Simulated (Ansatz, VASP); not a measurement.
NaCl in VASP and in Ansatz

```
Na Cl
1.0
     0.00000    2.73179    2.73179
     2.73179    0.00000    2.73179
     2.73179    2.73179    0.00000
Na Cl
1 1
Direct
  0.00000 0.00000 0.00000
  0.50000 0.50000 0.50000
```

Alike in both runs: functional LDA; k mesh 8 × 8 × 8; occupations gaussian, width 0.02 eV; no spin polarisation.

Ansatz relaxed the structure, and its values are those at the end. VASP's run is a single point on that final structure, the one shown.

|  | VASP | Ansatz |
| --- | --- | --- |
| version | VASP 6.6.1 | Ansatz 0.2.0 |
| potentials or method | VASP PAW LDA potentials, release 64 (Na_pv, Cl), cutoff 520 eV | scalar-relativistic, plane waves, PAW |
| valence electrons in the cell | 14 | 16 |

```tsv
	VASP	Ansatz	Ansatz less VASP
gap on the k mesh at the Fermi level (eV)	5.08	5.08	-0.007
least direct gap on the mesh (eV)	5.08	5.08	-0.007
pressure (GPa)	0.0	0.0	0.00
```

LDA's correlation is that of Perdew and Zunger in VASP and of Perdew and Wang (1992) in Ansatz. VASP's potentials hold 14 valence electrons a cell and Ansatz's 16, so a difference there can come from the potentials and not from the codes.
